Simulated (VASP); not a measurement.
## Rb: single point with PBE

Rb:

```
CELL_PARAMETERS angstrom
2.51138 1.44995 12.51382
-2.51138 1.44995 12.51382
0.00000 -2.89989 12.51382
ATOMIC_POSITIONS crystal
Rb 0.00000 0.00000 0.00000
Rb 0.77781 0.77781 0.77781
Rb 0.22219 0.22219 0.22219
```

| Item | Value |
| --- | --- |
| Program | VASP 6.6.1 |
| Task | single point |
| Functional | PBE |
| Potentials or basis | VASP PAW PBE potentials, release 64 (Rb_sv) |
| Cutoff | 520 eV |
| k mesh | 9 × 9 × 9 |
| Occupations | gaussian, width 0.1 eV |
| Spin | no spin polarisation |
| Dipole correction | no |
| Further INCAR settings | ALGO = Normal; EDIFF = 1e-07; NBANDS = 20 |

* Pressure: 0.0 GPa

Levels at points of the mesh, in eV from the Fermi level:
| k point | band 10 | band 11 | band 12 | band 13 | band 14 | band 15 | band 16 | band 17 | band 18 | band 19 |
| --- | --- | --- | --- | --- | --- | --- | --- | --- | --- | --- |
| (0.00, 0.00, 0.00) | -12.97 | -12.96 | -12.96 | -1.99 | -0.88 | -0.87 | 1.62 | 1.62 | 3.46 | 3.46 |

Run time: 43 min on 1 thread of Intel(R) Xeon(R) Platinum 8259CL CPU @ 2.50GHz (Skylake/Cascade Lake) (shared host), peak memory 1.6 GiB.
